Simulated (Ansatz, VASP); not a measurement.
**C: VASP beside Ansatz**

Contents of INCAR:

```
SYSTEM = C
ALGO = Normal ; DIPOL = 0.5 0.5 0.356
EDIFF = 1E-6 ; ENCUT = 520
GGA = PE ; IDIPOL = 3
ISIF = 2 ; ISMEAR = 0
IVDW = 12 ; LASPH = .True.
LCHARG = .False. ; LDIPOL = .True.
LREAL = .False. ; LWAVE = .False.
NBANDS = 16 ; NELM = 60
PREC = Accurate ; SIGMA = 0.1
```

Contents of KPOINTS:

```
k-points
0
Gamma
  15 15 1
  0 0 0
```

The input POSCAR:

```
C
1.0
    2.4656524409      0.0000000000      0.0000000000
   -1.2328262205      2.1353176508      0.0000000000
    0.0000000000      0.0000000000     17.5000663883
C
4
Direct
    0.6666666667      0.3333333333      0.2571437784
    0.3333333333      0.6666666667      0.2571418816
    0.6666666667      0.3333333333      0.4548592109
    1.0000000000      0.0000000000      0.4548573141
```

Input for Ansatz:

```yaml
crystal:
  lattice:
    - [2.4656524409, 0.0, 0.0]
    - [-1.2328262205, 2.1353176508, 0.0]
    - [0.0, 0.0, 17.5000663883]
  atoms:
    - { symbol: C, position: [0.6666666667, 0.3333333333, 0.2571437784] }
    - { symbol: C, position: [0.3333333333, 0.6666666667, 0.2571418816] }
    - { symbol: C, position: [0.6666666667, 0.3333333333, 0.4548592109] }
    - { symbol: C, position: [1.0, 0.0, 0.4548573141] }
basis:
  ecutwfc: 420
kpoints:
  mp_grid: { grid: [15, 15, 1] }
hamiltonian:
  xc: pbe
  pseudopotentials: { kind: paw, azcp: { folder: soft_1 } }
  dispersion: d3bj
scf:
  occupations: { method: gaussian, width: 0.1 }
output:
  forces: true
  eigenvalues: true
efield:
  axis: 3
  dipole_correction: true
  ramp_width: 0.04
```

Alike in both runs: task single point; functional PBE; dispersion D3(BJ); k mesh 15 × 15 × 1; occupations gaussian, width 0.1 eV; no spin polarisation.

|  | VASP | Ansatz |
| --- | --- | --- |
| version | VASP 6.6.1 | Ansatz 0.2.0 |
| potentials or method | VASP PAW PBE potentials, release 64 (C), cutoff 520 eV | scalar-relativistic, plane waves, PAW |
| valence electrons in the cell | 16 | 16 |

```csv
,VASP,Ansatz,Ansatz less VASP
gap on the k mesh at the Fermi level (eV),none,none,-
least direct gap on the mesh (eV),0.00,0.00,-0.004
rms of the force components (eV/Å),0.007,0.007,0.0000
```

Atom by atom the forces differ by 0.000 eV/Å (rms over components). A gap of «none» marks a metal or a gap that the smearing closes.

A gap of «none» marks a metal or a gap under the smearing width.
